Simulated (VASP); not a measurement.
A run of VASP 6.6.1 is set up as follows.

INCAR

```
SYSTEM = BaO
ALGO = Normal ; EDIFF = 1E-6
ENCUT = 520 ; GGA = PS
ISIF = 2 ; ISMEAR = 0
LASPH = .TRUE. ; LCHARG = .FALSE.
LREAL = .FALSE. ; LWAVE = .FALSE.
NBANDS = 15 ; NELM = 80
PREC = Accurate ; SIGMA = 0.02
```

KPOINTS

```
k-points
0
G
  8 8 8
  0 0 0
```

File POSCAR:

```
BaO
1.0
    0.0000000000      2.7451854822      2.7451854822
    2.7451854822      0.0000000000      2.7451854822
    2.7451854822      2.7451854822      0.0000000000
Ba O
1 1
Direct
    0.0000000000      0.0000000000      0.0000000000
    0.5000000000      0.5000000000      0.5000000000
```

Potentials or basis: VASP PAW PBE potentials, release 64 (Ba_sv, O).

Run with:

```console
$ cat potpaw_PBE.64/Ba_sv/POTCAR potpaw_PBE.64/O/POTCAR > POTCAR
$ mpirun -np 1 vasp_std > vasp.out
```

Question: Predict the band gap on the k mesh.

Answer: 1.77 eV, direct.

Question: Predict the pressure.

Answer: 1.9 GPa.

Caveat: the PAW data sets were made with another functional, which shifts forces and pressure a little; spin-orbit coupling is left out, which moves the levels of the heavy elements. A k mesh can miss the band edges.
